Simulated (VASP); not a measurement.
Runs of VASP 6.6.1 on RbCaBr3. The structure is that of space group Pm-3m (No. 221), or close to it. The cells are those of the table. 

| cell | gap on the mesh (eV) | pressure (GPa) |
| --- | --- | --- |
| a = 5.565, b = 5.565, c = 5.737 Å, 5 atoms | 3.75 | -1.3 |
| a = 5.737, b = 5.737, c = 5.565 Å, 5 atoms | 3.72 | -1.9 |
| a = 5.909 Å, 5 atoms | (b) | (c) |
| a = 5.651, b = 5.651, c = 5.565 Å, 5 atoms | 3.79 | -1.3 |
| a = 5.565 Å, 5 atoms | 3.85 | (a) |

Alike in all rows: task single point; level LDA; potentials or basis VASP PAW LDA potentials, release 64 (Rb_sv, Ca_sv, Br); no spin polarisation; k mesh 4 × 4 × 4; cutoff (eV) 520; smearing gaussian 0.05 eV.

Fill in the values left out.

(a) -0.7; (b) 3.52; (c) -3.4.

A k mesh can miss the band edges, and the runs leave out spin-orbit coupling on Br, Rb.
